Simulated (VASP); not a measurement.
Write the native input for VASP 6.6.1 that does the following.

| Quantity | Value |
| --- | --- |
| Task | single point |
| Functional | PBE |
| Potentials or basis | VASP PAW PBE potentials, release 64 (Bi_d, Fe, Os) |
| Cutoff | 520 eV |
| k mesh | 4 × 4 × 4 |
| Occupations | fermi-dirac, width 0.001 eV |
| Spin | no spin polarisation |
| Dipole correction | no |
| Further INCAR settings | ALGO = Normal; EDIFF = 1e-06; NBANDS = 58 |

The structure of FeBiOs3 lies in POSCAR:

```
FeBiOs3
1.0
    3.0760880000      5.3279360000      0.0000000000
   -3.0760880000      5.3279360000      0.0000000000
    0.0000000000     -3.5519580000      5.0893740000
Bi Fe Os
2 2 6
Direct
    0.0000000000      0.0000000000      0.0000000000
    0.5000000000      0.5000000000      0.5000000000
    0.2212000000      0.2212000000      0.6636000000
    0.7212000000      0.7212000000      0.1636000000
    0.3973000000      0.5233000000      0.8629000000
    0.9423000000      0.3973000000      0.8629000000
    0.5233000000      0.9423000000      0.8629000000
    0.4423000000      0.0233000000      0.3629000000
    0.0233000000      0.8973000000      0.3629000000
    0.8973000000      0.4423000000      0.3629000000
```

One way to write it, as run:

INCAR

```
PREC = Accurate ; ENCUT = 520
EDIFF = 1E-6 ; ISMEAR = -1
SIGMA = 0.001 ; LREAL = F
LASPH = T ; NELM = 80
ALGO = Normal ; ISIF = 2
LWAVE = F ; LCHARG = F
GGA = PE ; NBANDS = 58
```

KPOINTS

```
regular mesh
0
Gamma
  4 4 4
```

Potentials or basis: VASP PAW PBE potentials, release 64 (Bi_d, Fe, Os).

Run with:

```sh
$ cat potpaw_PBE.64/Bi_d/POTCAR potpaw_PBE.64/Fe/POTCAR potpaw_PBE.64/Os/POTCAR > POTCAR
$ mpirun -np 1 vasp_std > vasp.out
```

Results of the run:

```
Pressure               : 28.7 GPa
Largest force          : 5.837 eV/Å
Band gap on the k mesh : zero (band 47 reaches 8.49 eV, above the bottom of band 48 at 8.25 eV)
```

Caveat: spin-orbit coupling is left out, which moves the levels of the heavy elements; forces of over 1 eV/Å act on the atoms, so gaps and moduli don't describe the material at rest.

It took 2.7 min on 1 thread of Intel(R) Xeon(R) Platinum 8488C (Sapphire Rapids), with other jobs on the host, peak memory 0.4 GiB.
